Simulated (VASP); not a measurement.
The system is ScAl3As4.

```
Sc Al As
1.0
     5.35000    0.00000    0.00000
     0.00000    5.35000    0.00000
     0.00000    0.00000    5.35000
Sc Al As
1 3 4
Cartesian
  0.0000 0.0000 0.0000
  2.6750 0.0000 2.6750
  0.0000 2.6750 2.6750
  2.6750 2.6750 0.0000
  3.9590 3.9590 1.3910
  3.9590 1.3910 3.9590
  1.3910 3.9590 3.9590
  1.3910 1.3910 1.3910
```

| Property | Result |
| --- | --- |
| Program | VASP 6.6.1 |
| Task | relaxation of cell and atoms |
| Functional | PBE |
| Potentials or basis | VASP PAW PBE potentials, release 64 (Sc_sv, Al, As) |
| Cutoff | 500 eV |
| k mesh | 3 × 3 × 3 |
| Occupations | gaussian, width 0.2 eV |
| Spin | no spin polarisation |

At the start: pressure 28.4 GPa; volume 19.14 Å³/atom.

**Question.** How do energy, volume and symmetry change on relaxing?

**Answer.** Over 6 steps the energy falls by 409.4 meV/atom and the volume is 24.83 Å³/atom (+29.7 %); space group P-43m (No. 215, to 0.1 Å) before and after.

The path:
| step | energy change (eV) | largest force (eV/Å) | pressure (GPa) | volume (Å³) |
| --- | --- | --- | --- | --- |
| 1 | 0.0000 | 0.0637 | 28.39 | 153.13 |
| 2 | -2.0207 | 0.3114 | -8.01 | 241.28 |
| 3 | -3.2705 | 0.1724 | -0.10 | 199.52 |
| 4 | -3.2702 | 0.1682 | 0.22 | 198.51 |
| 5 | -3.2740 | 0.0843 | 0.22 | 198.57 |
| 6 | -3.2753 | 0.0040 | 0.23 | 198.63 |

Final structure:
```
Sc Al As
1.0
     5.83462    0.00000    0.00000
     0.00000    5.83462    0.00000
     0.00000    0.00000    5.83462
Sc Al As
1 3 4
Cartesian
  0.0000 0.0000 0.0000
  2.9173 0.0000 2.9173
  0.0000 2.9173 2.9173
  2.9173 2.9173 0.0000
  4.3252 4.3252 1.5095
  4.3252 1.5095 4.3252
  1.5095 4.3252 4.3252
  1.5095 1.5095 1.5095
```

Caveat: the volume moved by over 15 % at a fixed basis, so the end points are rough.
